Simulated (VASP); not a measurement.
A run of VASP 6.6.1:

File INCAR:

```
SYSTEM = Ta
PREC = Accurate ; ENCUT = 520
EDIFF = 1E-6 ; ISMEAR = -1
SIGMA = 0.1 ; LREAL = .FALSE.
LASPH = .TRUE. ; NELM = 100
ALGO = Normal ; ISIF = 2
LWAVE = .FALSE. ; LCHARG = .FALSE.
GGA = PE ; NBANDS = 24
```

KPOINTS

```
Automatic mesh
0
G
  8 8 11
  0 0 0
```

The input POSCAR:

```
Ta
1.0
    4.7160030933      0.0000000000      0.0000000000
   -2.3580015466      4.0841784831      0.0000000000
    0.0000000000      0.0000000000      2.6599949770
Ta
3
Direct
    0.0000000000      0.0000000000      0.0000000000
    0.3333333333      0.6666666667      0.5000000000
    0.6666666667      0.3333333333      0.5000000000
```

Potentials or basis: VASP PAW PBE potentials, release 64 (Ta_pv).

The run is started by

```console
$ cat potpaw_PBE.64/Ta_pv/POTCAR > POTCAR
$ mpirun -np 1 vasp_std > vasp.out
```

Hardware: 1 thread of Intel(R) Xeon(R) 6975P-C (Granite Rapids) (shared host).

Problem. How long does it take, and how much memory?

Solution. Wall time 22 s on 1 thread of Intel(R) Xeon(R) 6975P-C (Granite Rapids), with other jobs on the host, peak memory 0.19 GiB. Counts: scf iterations 13, k points 60.
